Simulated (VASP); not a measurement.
**CdSe: single point with PBE**

Crystal: CdSe.

```
Cd Se
1.0
     0.00000    2.87396    2.87396
     2.87396    0.00000    2.87396
     2.87396    2.87396    0.00000
Cd Se
1 1
Direct
  0.00000 0.00000 0.00000
  0.50000 0.50000 0.50000
```

```
Program             : VASP 6.6.1
Task                : single point
Functional          : PBE
Potentials or basis : VASP PAW PBE potentials, release 64 (Cd, Se)
Cutoff              : 520 eV
k mesh              : 4 × 4 × 4
Occupations         : fermi-dirac, width 0.018 eV
Spin                : no spin polarisation
```

The pressure is 0.3 GPa and the band gap on the k mesh is zero (band 9 reaches 2.21 eV, above the bottom of band 10 at 1.83 eV).

Levels at points of the mesh, in eV from the Fermi level:
| k point | band 7 | band 8 | band 9 | band 10 | band 11 | band 12 |
| --- | --- | --- | --- | --- | --- | --- |
| (0.00, 0.00, 0.00) | -0.57 | -0.57 | -0.57 | 0.13 | 8.69 | 8.69 |
| (0.50, 0.00, 0.00) | -4.88 | -0.01 | -0.01 | 3.08 | 5.32 | 5.32 |
| (0.50, 0.50, 0.00) | -4.03 | -2.00 | -2.00 | -0.40 | 5.53 | 9.76 |

It took 4.5 s on 1 thread of Intel Xeon 6975P-C, with other jobs on the host, peak memory 0.16 GiB.

Caveat: the k points lie up to 0.47 Å⁻¹ apart.
